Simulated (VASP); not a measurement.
C: single point with PBE0

C, a slab with vacuum:

```
C
1.0
     2.45623    0.00000    0.00000
    -1.22811    2.12716    0.00000
     0.00000    0.00000   24.13396
C
4
Direct
  0.66667 0.33333 0.57048
  0.33333 0.66667 0.42952
  0.00000 0.00000 0.42953
  0.00000 0.00000 0.57047
```

- Program: VASP 6.6.1
- Task: single point
- Functional: PBE0
- Potentials or basis: VASP PAW PBE potentials, release 64 (C)
- Cutoff: 520 eV
- k mesh: 6 × 6 × 1
- Occupations: methfessel-paxton, width 0.1 eV
- Spin: no spin polarisation

```yaml
Largest_force: 0.053 eV/Å
```

Forces in eV/Å, atoms in the order of the input:
```
C    0.000  0.000  0.053
C    0.000  0.000 -0.053
C    0.000  0.000  0.025
C    0.000  0.000 -0.025
```

It took 21 min on 1 thread of Intel(R) Xeon(R) Platinum 8259CL CPU @ 2.50GHz (Skylake/Cascade Lake), with other jobs on the host, peak memory 0.24 GiB.

Caveat: the k points lie up to 0.49 Å⁻¹ apart; there is no dipole correction, which matters where the two faces differ; the PAW data sets were made with another functional, which shifts forces and pressure a little.
